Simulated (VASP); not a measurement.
Input of a VASP 6.6.1 run:

INCAR

```
PREC = Accurate ; ENCUT = 600
EDIFF = 1E-7 ; ISMEAR = -1
SIGMA = 0.05 ; LREAL = F
LASPH = T ; NELM = 150
ALGO = Normal ; ISIF = 3
LWAVE = F ; LCHARG = F
ISPIN = 2 ; MAGMOM = 2 0
LORBIT = 11 ; LMAXMIX = 4
GGA = RP ; IBRION = 2
NSW = 80 ; EDIFFG = -0.02
```

File KPOINTS:

```
regular mesh
0
Gamma
  11 11 11
```

File POSCAR:

```
CoO
1.0
    0.0000000000      2.1315000000      2.1315000000
    2.1315000000      0.0000000000      2.1315000000
    2.1315000000      2.1315000000      0.0000000000
Co O
1 1
Direct
    0.0000000000      0.0000000000      0.0000000000
    0.5000000000      0.5000000000      0.5000000000
```

Potentials or basis: VASP PAW PBE potentials, release 64 (Co, O).

Run with:

```console
$ cat potpaw_PBE.64/Co/POTCAR potpaw_PBE.64/O/POTCAR > POTCAR
$ mpirun -np 1 vasp_std > vasp.out
```

Q: Predict the site moments.

A: Co +2.61; O +0.31 μB.

Q: Estimate the band gap on the k mesh.

A: Zero (filled and empty bands overlap).

Q: Estimate the net moment.

A: 2.96 μB per cell.

Final structure:
```
CELL_PARAMETERS angstrom
0.00000 2.14670 2.14670
2.14670 0.00000 2.14670
2.14670 2.14670 0.00000
ATOMIC_POSITIONS crystal
Co 0.00000 0.00000 0.00000
O 0.50000 0.50000 0.50000
```

Caveat: a cell with one magnetic atom can't hold antiferromagnetic order, which such compounds often take; semilocal functionals often make such compounds metallic where correlation or magnetic order opens a gap, which also shifts bond lengths. RPBE and its kin give volumes clearly too large for solids.
